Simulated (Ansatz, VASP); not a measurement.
Two plane-wave programs on CdPt

```
CELL_PARAMETERS angstrom
2.91893 0.00000 0.00000
0.00000 2.91893 0.00000
0.00000 0.00000 3.79609
ATOMIC_POSITIONS crystal
Cd 0.00000 0.00000 0.00000
Pt 0.50000 0.50000 0.50000
```

Alike in both runs: functional LDA; k mesh 14 × 14 × 12; occupations gaussian, width 0.1 eV; no spin polarisation.

Ansatz relaxed the structure, and its values are those at the end. VASP's run is a single point on that final structure, the one shown.

|  | VASP | Ansatz |
| --- | --- | --- |
| version | VASP 6.6.1 | Ansatz 0.2.0 |
| potentials or method | VASP PAW LDA potentials, release 64 (Cd_sv_GW, Pt_sv_GW), cutoff 540 eV | scalar-relativistic, plane waves, PAW |
| valence electrons in the cell | 38 | 38 |

```tsv
	VASP	Ansatz	Ansatz less VASP
gap on the k mesh at the Fermi level (eV)	none	none	-
pressure (GPa)	-2.0	0.0	+1.97
```

LDA's correlation is that of Perdew and Zunger in VASP and of Perdew and Wang (1992) in Ansatz. A gap of «none» marks a metal or a gap that the smearing closes.

Spin-orbit coupling is off throughout.
